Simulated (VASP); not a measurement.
# Te: single point with PBE

Crystal: Te.

```xyz
1
Lattice="0.0000 2.4187 2.4187 2.4187 0.0000 2.4187 2.4187 2.4187 0.0000" Properties=species:S:1:pos:R:3 pbc="T T T"
Te    0.0000    0.0000    0.0000
```

- Program: VASP 6.6.1
- Task: single point
- Functional: PBE
- Potentials or basis: VASP PAW PBE potentials, release 64 (Te)
- Cutoff: 500 eV
- k mesh: 4 × 4 × 4
- Occupations: fermi-dirac, width 0.15 eV
- Spin: no spin polarisation

The pressure is 0.2 GPa. The band gap on the k mesh is zero (band 3 reaches 10.91 eV, above the bottom of band 4 at 5.78 eV).

Levels at points of the mesh, in eV from the Fermi level:
| k point | band 1 | band 2 | band 3 | band 4 | band 5 | band 6 | band 7 |
| --- | --- | --- | --- | --- | --- | --- | --- |
| (0.00, 0.00, 0.00) | -14.05 | 2.85 | 2.85 | 2.85 | 9.33 | 9.33 | 9.33 |
| (0.50, 0.00, 0.00) | -11.19 | -6.21 | 1.55 | 1.55 | 6.77 | 8.56 | 8.56 |
| (0.50, 0.50, 0.00) | -10.03 | -5.48 | -0.97 | -0.97 | 3.60 | 4.24 | 18.00 |

It used 6.1 s of CPU time on 1 thread of AMD EPYC 7R13 Processor (Zen 3), on a shared host.

Caveat: the k points lie up to 0.56 Å⁻¹ apart; spin-orbit coupling is left out, which moves the levels of the heavy elements.
